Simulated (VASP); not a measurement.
# Hf (I4/mmm) in VASP: notebook

The runs below take Hf through single point, with LDA.

All numbers are computed with VASP 6.6.1; they aren't measurements. Logs are shortened: lines on timing, memory, paths and dates and some standing lists are left out, and cuts for length are marked.

## Step 1: The cell of the first run

It takes space group I4/mmm (No. 139, tetragonal). Conventional cell: a = 3.330 Å, b = 3.330 Å, c = 3.736 Å, α = 90.00°, β = 90.00°, γ = 90.00°. Within 4.0 Å of Hf (site symmetry 4/mmm) lie 14 Hf at 3.01 to 3.74 Å.

## Step 2: Single point, LDA (20.72 Å³/atom)

The input, INCAR:

```
PREC = Accurate ; ENCUT = 520
EDIFF = 1E-7 ; ISMEAR = 0
SIGMA = 0.15 ; LREAL = False
LASPH = True ; NELM = 60
ALGO = Fast ; ISIF = 2
LWAVE = False ; LCHARG = False
GGA = CA ; NBANDS = 11
```

The input, KPOINTS:

```
regular mesh
0
Gamma
  20 20 20
```

The input, POSCAR:

```
Hf
1.0
    0.0000000000      2.3549654982      1.8679586332
    2.3549654982      0.0000000000      1.8679586332
    2.3549654982      2.3549654982      0.0000000000
Hf
1
Direct
    0.0000000000      0.0000000000      0.0000000000
```

Potentials or basis: VASP PAW LDA potentials, release 64 (Hf_pv).

The run is started by

```
$ cat potpaw_LDA.64/Hf_pv/POTCAR > POTCAR
$ mpirun -np 1 vasp_std > vasp.out
```

OUTCAR:

```text
PREC = Accurate
   ENCUT = 520
   EDIFF = 1E-7
   ISMEAR = 0
   LREAL = False
   LASPH = True
   NELM = 60
   ISIF = 2
   GGA = CA

 ion  position               nearest neighbor table
   1  0.000  0.000  0.000-

  LATTYP: Found a body centered tetragonal cell.
 ALAT       =     3.3304241465
 C/A-ratio  =     1.1217541977

  Lattice vectors:

 A1 = (   0.0000000000,  -2.3549654982,  -1.8679586332)
 A2 = (   0.0000000000,   2.3549654982,  -1.8679586332)
 A3 = (   2.3549654982,   0.0000000000,   1.8679586332)

Analysis of symmetry for initial positions (statically):
=====================================================================
 Subroutine PRICEL returns:
 Original cell was already a primitive cell.

 Routine SETGRP: Setting up the symmetry group for a
 body centered tetragonal supercell.

 Subroutine GETGRP returns: Found 16 space group operations
 (whereof 16 operations were pure point group operations)
 out of a pool of 16 trial point group operations.

The static configuration has the point symmetry D_4h.

Analysis of symmetry for dynamics (positions and initial velocities):
=====================================================================
 Subroutine PRICEL returns:
 Original cell was already a primitive cell.

 Routine SETGRP: Setting up the symmetry group for a
 body centered tetragonal supercell.

 Subroutine GETGRP returns: Found 16 space group operations
 (whereof 16 operations were pure point group operations)
 out of a pool of 16 trial point group operations.

The dynamic configuration has the point symmetry D_4h.

 Subroutine INISYM returns: Found 16 space group operations
 (whereof 16 operations are pure point group operations),
 and found     1 'primitive' translations

----------------------------------------------------------------------------------------

                                     Primitive cell

  volume of cell :      20.7189

  direct lattice vectors                    reciprocal lattice vectors
     0.000000000  2.354965498  1.867958633    -0.212317336  0.212317336  0.267671880
     2.354965498  0.000000000  1.867958633     0.212317336 -0.212317336  0.267671880
     2.354965498  2.354965498  0.000000000     0.212317336  0.212317336 -0.267671880

  length of vectors
     3.005849622  3.005849622  3.330424146     0.402250591  0.402250591  0.402250591

  position of ions in fractional coordinates (direct lattice)
     0.000000000  0.000000000  0.000000000

  ion indices of the primitive-cell ions
   primitive index   ion index
                 1           1

----------------------------------------------------------------------------------------

 KPOINTS: regular mesh

Automatic generation of k-mesh.
 Grid dimensions read from file:
 generate k-points for:   20   20   20

 Generating k-lattice:

  Cartesian coordinates                     Fractional coordinates (reciprocal lattice)
    -0.010615867  0.010615867  0.013383594     0.050000000  0.000000000  0.000000000
     0.010615867 -0.010615867  0.013383594     0.000000000  0.050000000  0.000000000
     0.010615867  0.010615867 -0.013383594    -0.000000000 -0.000000000  0.050000000

  Length of vectors
     0.020112530  0.020112530  0.020112530

  Shift w.r.t. Gamma in fractional coordinates (k-lattice)
     0.000000000  0.000000000  0.000000000

 Subroutine IBZKPT returns following result:
 ===========================================

 Found    641 irreducible k-points:

 Following reciprocal coordinates:
            Coordinates               Weight
  0.000000  0.000000  0.000000      1.000000
  0.050000 -0.000000  0.000000      8.000000
  0.100000  0.000000  0.000000      8.000000
  0.150000  0.000000  0.000000      8.000000
  0.200000  0.000000  0.000000      8.000000
  0.250000  0.000000  0.000000      8.000000
[... 16 lines left out ...]
 -0.400000  0.050000  0.000000      8.000000
 -0.350000  0.050000  0.000000      8.000000
 [... further k-points ...]
   k-points           NKPTS =    641   k-points in BZ     NKDIM =    641   number of bands    NBANDS=     11
   number of dos      NEDOS =    301   number of ions     NIONS =      1
   total plane-waves  NPLWV =  16128
   dimension x,y,z NGX =    24 NGY =   24 NGZ =   28
   dimension x,y,z NGXF=    48 NGYF=   48 NGZF=   56
   ions per type =               1
   NGX,Y,Z   is equivalent  to a cutoff of  13.27, 13.27, 13.98 a.u.
   NGXF,Y,Z  is equivalent  to a cutoff of  26.55, 26.55, 27.95 a.u.
 SYSTEM =  unknown system
   PREC   = accura    normal or accurate (medium, high low for compatibility)
   ISTART =      0    job   : 0-new  1-cont  2-samecut
   ICHARG =      2    charge: 1-file 2-atom 10-const
   ISPIN  =      1    spin polarized calculation?
   LNONCOLLINEAR =      F non collinear calculations
   LSORBIT =      F    spin-orbit coupling
   LASPH  =      T    aspherical Exc in radial PAW
   ENCUT  =  520.0 eV  38.22 Ry    6.18 a.u.   5.59  5.59  6.19*2*pi/ulx,y,z
   NELM   =     60;   NELMIN=  2; NELMDL= -5     # of ELM steps
   EDIFF  = 0.1E-06   stopping-criterion for ELM
   LREAL  =      F    real-space projection
   EDIFFG = 0.1E-05   stopping-criterion for IOM
   NSW    =      0    number of steps for IOM
   IBRION =     -1    ionic relax: 0-MD 1-quasi-New 2-CG
   NFREE  =      0    steps in history (QN), initial steepest desc. (CG)
   ISIF   =      2    stress and relaxation
   ISYM   =      2    0-nonsym 1-usesym 2-fastsym
   POTIM  = 0.5000    time-step for ionic-motion
   TEBEG  =    0.0;   TEEND  =   0.0 temperature during run
   PSTRESS=    0.0 pullay stress
   NELECT =      10.0000    total number of electrons
   NUPDOWN=      -1.0000    fix difference up-down
   EMIN   =  10.00;   EMAX   =-10.00  energy-range for DOS
   EFERMI =   0.00;   METHOD = LEGACY
   ISMEAR =     0;   SIGMA  =   0.15  broadening in eV -4-tet -1-fermi 0-gaus
   EFERMI_NEDOS =   21; number of points for ismear=-14 and -15
   IALGO  =     68    algorithm
   IMIX   =      4    mixing-type and parameters
     AMIX     =   0.40;   BMIX     =  1.00
     AMIX_MAG =   1.60;   BMIX_MAG =  1.00
  volume/ion in A,a.u.               =      20.72       139.82
  Fermi-wavevector in a.u.,A,eV,Ry     =   1.284161  2.426712 22.436943  1.649069
  Thomas-Fermi vector in A             =   2.416371
   LORBIT       =      0    0 simple, 1 ext, 2 COOP (PROOUT), +10 PAW based schemes
   GGA     = CA    functional components
   LHFCALC =     F    Hartree Fock is set to
   AEXX    =    0.0000 exact exchange contribution
   IVDW    =     0    specifies the selected vdW correction
   LEPSILON=     F    determine dielectric tensor
   LRPA    =     F    only Hartree local field effects (RPA)
 non-spin polarized calculation
 RMM-DIIS sequential band-by-band and
 Gauss-broadening in eV      SIGMA  =   0.15
  energy-cutoff  :      520.00
  volume of cell :       20.72
 maximum number of plane-waves:       579
   NGX = 11   NGY = 11   NGZ = 13

 number of electron      10.0000000 magnetization

 Free energy of the ion-electron system (eV)
  ---------------------------------------------------
  ext. energy  EPLUGINS =         0.00000000
  ---------------------------------------------------
  free energy    TOTEN  =       -10.57157443 eV

  energy without entropy =      -10.55086152  energy(sigma->0) =      -10.56121798

 E-fermi :   5.0343     XC(G=0): -11.8227

 val. band max:        5.0338261967   @ k =  -0.3500   0.3000   0.2000
 cond. band min:       5.0434728538   @ k =  -0.3000   0.1500   0.4500
 fundamental gap:      0.0096466572
 Fermi energy:         5.0343453814

 k-point     1 :       0.0000    0.0000    0.0000
  band No.  band energies     occupation
      1     -24.3996      2.00000
      2     -24.3993      2.00000
      3     -24.3993      2.00000
      4      -2.2227      2.00000
      5       6.1798      0.00000
      6       6.1798      0.00000
      7       7.4446      0.00000
      8       8.5096      0.00000
      9      10.2347      0.00000
     10      17.6707      0.00000
     11      19.4614      0.00000

 k-point     2 :       0.0500   -0.0000    0.0000
  band No.  band energies     occupation
      1     -24.4284      2.00000
      2     -24.4068      2.00000
      3     -24.3996      2.00000
      4      -2.1232      2.00000
      5       6.1608      0.00000
      6       6.2086      0.00000
      7       7.4435      0.00000
      8       8.4457      0.00000
      9      10.1730      0.00000
     10      17.8858      0.00000
     11      19.4632      0.00000

 k-point     3 :       0.1000    0.0000    0.0000
  band No.  band energies     occupation
      1     -24.5116      2.00000
      2     -24.4284      2.00000
      3     -24.4001      2.00000
      4      -1.8326      2.00000
      5       6.0811      0.00000
      6       6.2386      0.00000
      7       7.5087      0.00000
      8       8.3084      0.00000
      9      10.0290      0.00000
     10      17.5660      0.00000
     11      18.4218      0.00000

 k-point     4 :       0.1500    0.0000    0.0000
  band No.  band energies     occupation
      1     -24.6389      2.00000
      2     -24.4619      2.00000
      3     -24.4008      2.00000
      4      -1.3748      2.00000
      5       5.8990      0.00000
      6       6.1530      0.00000
      7       7.7857      0.00000
      8       8.2193      0.00000
      9       9.8778      0.00000
     10      17.5651      0.00000
     11      18.9278      0.00000
[... 239 lines left out ...]
 k-point    22 :      -0.4500    0.0500    0.0000
  band No.  band energies     occupation
      1     -25.4563      2.00000
      2     -24.6965      2.00000
      3     -24.4295      2.00000
      4       1.4141      2.00000
      5       4.9499      1.57394
      6       5.9569      0.00000
      7       8.2268      0.00000
      8      10.8625      0.00000
      9      12.5685      0.00000
     10      16.0269      0.00000
     11      16.5944      0.00000

 k-point    23 :      -0.4000    0.0500    0.0000
  band No.  band energies     occupation
      1     -25.3897      2.00000
      2     -24.6751      2.00000
      3     -24.4326      2.00000
      4       1.3081      2.00000
      5       5.0508      0.87670
      6       5.6198      0.00000
      7       8.2336      0.00000
      8      10.7897      0.00000
      9      11.7647      0.00000
     10      16.5260      0.00000
     11      17.0017      0.00000

 k-point    24 :      -0.3500    0.0500    0.0000
  band No.  band energies     occupation
      1     -25.2814      2.00000
      2     -24.6422      2.00000
      3     -24.4349      2.00000
      4       1.0528      2.00000
      5       5.2227      0.07583
      6       5.3300      0.00531
      7       8.1557      0.00000
      8      10.6240      0.00000
      9      10.7846      0.00000
     10      17.2349      0.00000
     11      17.7881      0.00000

 [... further k-points ...]

------------------------ aborting loop because EDIFF is reached ----------------------------------------

  FORCE on cell =-STRESS in cart. coord.  units (eV):
  Direction    XX          YY          ZZ          XY          YZ          ZX
  --------------------------------------------------------------------------------------
  -------------------------------------------------------------------------------------
  Total       -0.2415377     -0.2415377      0.1270276      0.0000000      0.0000000     -0.0000000
  in kB      -18.6779512    -18.6779512      9.8229589      0.0000000      0.0000000     -0.0000000
  external PRESSURE =      -9.1776478 kB  Pullay stress =       0.0000000 kB

 VOLUME and BASIS-vectors are now :
 -----------------------------------------------------------------------------
  energy-cutoff  :      520.00
  volume of cell :       20.72
      direct lattice vectors                 reciprocal lattice vectors
     0.000000000  2.354965498  1.867958633    -0.212317336  0.212317336  0.267671880
     2.354965498  0.000000000  1.867958633     0.212317336 -0.212317336  0.267671880
     2.354965498  2.354965498  0.000000000     0.212317336  0.212317336 -0.267671880

 POSITION                                       TOTAL-FORCE (eV/Angst)
 -----------------------------------------------------------------------------------
      0.00000      0.00000      0.00000         0.000000     -0.000000      0.000000
 -----------------------------------------------------------------------------------
    total drift:                               -0.000000     -0.000000      0.000000

  FREE ENERGIE OF THE ION-ELECTRON SYSTEM (eV)
  ---------------------------------------------------
  free  energy   TOTEN  =       -10.5715744347 eV

  energy  without entropy=      -10.5508615237  energy(sigma->0) =      -10.56121798
```

Wall time 2.7 min (1 thread of Intel Xeon Platinum 8259CL at 2.50GHz (Skylake/Cascade Lake), shared host); peak memory 0.26 GiB.

What came out:

- Free energy: -10.5716 eV
- Pressure: -0.9 GPa
- Band gap on the k mesh: zero (bands 5 and 6 overlap by 2.23 eV)

Stress tensor (GPa, compression positive):
```
-1.87  0.00  0.00
 0.00 -1.87  0.00
 0.00  0.00  0.98
```

Caveat: spin-orbit coupling is left out, which moves the levels of the heavy elements.

## Step 3: Single point, LDA (20.72 Å³/atom)

The input, INCAR:

```
PREC = Accurate ; ENCUT = 520
EDIFF = 1E-6 ; ISMEAR = 0
SIGMA = 0.15 ; LREAL = F
LASPH = T ; NELM = 100
ALGO = Fast ; ISIF = 2
LWAVE = F ; LCHARG = T
GGA = CA ; LELF = T
LVHAR = T ; NBANDS = 11
```

The input, KPOINTS:

```
Automatic mesh
0
Gamma
  20 20 20
```

The input, POSCAR:

```
Hf
1.0
    0.0000000000      2.2367736060      2.0705813271
    2.2367736060      0.0000000000      2.0705813271
    2.2367736060      2.2367736060      0.0000000000
Hf
1
Direct
    0.0000000000      0.0000000000      0.0000000000
```

Potentials or basis: VASP PAW LDA potentials, release 64 (Hf_pv).

The run is started by

```
$ cat potpaw_LDA.64/Hf_pv/POTCAR > POTCAR
$ mpirun -np 1 vasp_std > vasp.out
```

OUTCAR:

```text
PREC = Accurate
   ENCUT = 520
   EDIFF = 1E-6
   ISMEAR = 0
   LREAL = F
   LASPH = T
   NELM = 100
   ISIF = 2
   GGA = CA

 ion  position               nearest neighbor table
   1  0.000  0.000  0.000-

  LATTYP: Found a body centered tetragonal cell.
 ALAT       =     3.1632755696
 C/A-ratio  =     1.3091374947

  Lattice vectors:

 A1 = (   0.0000000000,  -2.2367736060,  -2.0705813271)
 A2 = (   0.0000000000,   2.2367736060,  -2.0705813271)
 A3 = (   2.2367736060,   0.0000000000,   2.0705813271)

Analysis of symmetry for initial positions (statically):
=====================================================================
 Subroutine PRICEL returns:
 Original cell was already a primitive cell.

 Routine SETGRP: Setting up the symmetry group for a
 body centered tetragonal supercell.

 Subroutine GETGRP returns: Found 16 space group operations
 (whereof 16 operations were pure point group operations)
 out of a pool of 16 trial point group operations.

The static configuration has the point symmetry D_4h.

Analysis of symmetry for dynamics (positions and initial velocities):
[... 169 lines left out ...]
      3     -24.4078      2.00000
      4      -2.2268      2.00000
      5       6.2719      0.00000
      6       6.2719      0.00000
      7       7.1681      0.00000
      8       8.8436      0.00000
      9      10.1334      0.00000
     10      16.9361      0.00000
     11      17.5416      0.00000
[... 309 lines left out ...]
 k-point    24 :      -0.3500    0.0500    0.0000
  band No.  band energies     occupation
      1     -25.3049      2.00000
      2     -24.5747      2.00000
      3     -24.5146      2.00000
      4       1.0378      2.00000
      5       5.3517      0.07113
      6       6.0668      0.00000
      7       6.9535      0.00000
      8      10.5779      0.00000
      9      11.1561      0.00000
     10      16.1585      0.00000
     11      18.3472      0.00000

 [... further k-points ...]

------------------------ aborting loop because EDIFF is reached ----------------------------------------

  FORCE on cell =-STRESS in cart. coord.  units (eV):
  Direction    XX          YY          ZZ          XY          YZ          ZX
  --------------------------------------------------------------------------------------
  -------------------------------------------------------------------------------------
  Total       -0.1529442     -0.1529442      0.3195853      0.0000000     -0.0000000      0.0000000
  in kB      -11.8270683    -11.8270683     24.7133134      0.0000000     -0.0000000      0.0000000
  external PRESSURE =       0.3530589 kB  Pullay stress =       0.0000000 kB

 VOLUME and BASIS-vectors are now :
 -----------------------------------------------------------------------------
  energy-cutoff  :      520.00
  volume of cell :       20.72
      direct lattice vectors                 reciprocal lattice vectors
     0.000000000  2.236773606  2.070581327    -0.223536257  0.223536257  0.241478078
     2.236773606  0.000000000  2.070581327     0.223536257 -0.223536257  0.241478078
     2.236773606  2.236773606  0.000000000     0.223536257  0.223536257 -0.241478078

 POSITION                                       TOTAL-FORCE (eV/Angst)
 -----------------------------------------------------------------------------------
      0.00000      0.00000      0.00000         0.000000      0.000000      0.000000
 -----------------------------------------------------------------------------------
    total drift:                                0.000000      0.000000      0.000000

  FREE ENERGIE OF THE ION-ELECTRON SYSTEM (eV)
  ---------------------------------------------------
  free  energy   TOTEN  =       -10.6274145576 eV

  energy  without entropy=      -10.6109376504  energy(sigma->0) =      -10.61917610
```

OSZICAR:

```text
N       E                     dE             d eps       ncg     rms          rms(c)
DAV:   1     0.124668745987E+02    0.12467E+02   -0.57608E+03 14222   0.849E+02
DAV:   2    -0.105373148828E+02   -0.23004E+02   -0.22195E+02 17755   0.156E+02
DAV:   3    -0.109528496050E+02   -0.41553E+00   -0.41096E+00 17851   0.144E+01
DAV:   4    -0.109542135356E+02   -0.13639E-02   -0.13637E-02 16210   0.975E-01
DAV:   5    -0.109542194101E+02   -0.58745E-05   -0.58745E-05 17504   0.575E-02    0.474E+01
RMM:   6    -0.107130026734E+02    0.24122E+00   -0.15697E-01 14511   0.256E+00    0.278E+01
RMM:   7    -0.106309639080E+02    0.82039E-01   -0.29958E-01 15680   0.359E+00    0.135E+00
RMM:   8    -0.106272908698E+02    0.36730E-02   -0.19095E-02 15668   0.111E+00    0.193E-01
RMM:   9    -0.106274054547E+02   -0.11458E-03   -0.15023E-03 18325   0.336E-01    0.684E-02
RMM:  10    -0.106274118928E+02   -0.64381E-05   -0.17911E-04 18661   0.114E-01    0.202E-02
RMM:  11    -0.106274140328E+02   -0.21399E-05   -0.35863E-05 18714   0.474E-02    0.107E-02
RMM:  12    -0.106274145576E+02   -0.52486E-06   -0.52901E-06 16714   0.165E-02
   1 F= -.10627415E+02 E0= -.10619176E+02  d E =-.164769E-01
```

stdout:

```text
POSCAR found type information on POSCAR Hf
 POSCAR found :  1 types and       1 ions
 scaLAPACK will be used
 LDA part: xc-table for (Slater(with rela. corr.)+CA(PZ))
 , standard interpolation
 POSCAR, INCAR and KPOINTS ok, starting setup
 FFT: planning ... GRIDC
 FFT: planning ... GRID_SOFT
 FFT: planning ... GRID
 WAVECAR not read
 entering main loop
WARNING in EDDRMM: call to ZHEGV failed, returncode =   8  4     11
```

Wall time 87 s (1 thread of Intel Xeon Platinum 8259CL at 2.50GHz (Skylake/Cascade Lake), shared host); peak memory 0.25 GiB.

Results:

* Free energy: -10.6274 eV
* Pressure: 0.0 GPa
* Band gap on the k mesh: zero (bands 5 and 6 overlap by 1.97 eV)

Stress tensor (GPa, compression positive):
```
-1.18  0.00  0.00
 0.00 -1.18  0.00
 0.00  0.00  2.47
```

Caveat: spin-orbit coupling is left out, which moves the levels of the heavy elements.

(Continued in part 2 of 2.)
